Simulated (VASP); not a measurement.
Here is a VASP 6.6.1 calculation.

File INCAR:

```
PREC     = Accurate       # precision mode
ENCUT    = 520            # plane-wave cutoff, eV
EDIFF    = 1E-6           # SCF threshold, eV
ISMEAR   = 0              # smearing method
SIGMA    = 0.15           # smearing width, eV
LREAL    = False          # projectors in reciprocal space
LASPH    = True           # aspherical terms in the spheres
NELM     = 150            # most SCF steps
ALGO     = Normal         # electronic algorithm
ISIF     = 2              # what is computed and relaxed
LWAVE    = False          # write WAVECAR
LCHARG   = False          # write CHGCAR
ISPIN    = 2              # spin polarisation
MAGMOM   = 0 0 0.938      # initial moments
LORBIT   = 11             # projections on sites
NUPDOWN  = 0.9375         # fixed moment
LMAXMIX  = 4              # l up to which the mixer works
NBANDS   = 21             # bands
```

Contents of KPOINTS:

```
Automatic mesh
0
Gamma
  20 20 20
```

POSCAR

```
Al2Ru
1.0
   -1.4580974961      1.4580974961      3.9291205040
    1.4580974961     -1.4580974961      3.9291205040
    1.4580974961      1.4580974961     -3.9291205040
Al Ru
2 1
Direct
    0.6590860915      0.6590860915      0.0000000000
    0.3409139085      0.3409139085      0.0000000000
    0.0000000000      0.0000000000      0.0000000000
```

Potentials or basis: VASP PAW LDA potentials, release 64 (Al, Ru_pv).

Launch:

```console
$ cat potpaw_LDA.64/Al/POTCAR potpaw_LDA.64/Ru_pv/POTCAR > POTCAR
$ mpirun -np 1 vasp_std > vasp.out
```

Estimate the pressure.

56.0 GPa.

Predict the largest force.

0.635 eV/Å.

Forces on the atoms (eV/Å):
```
Al   0.000  0.000  0.635
Al   0.000  0.000 -0.635
Ru   0.000  0.000  0.000
```

Caveat: the cell stands under pressure; the total moment is fixed, so each spin has its own Fermi level.
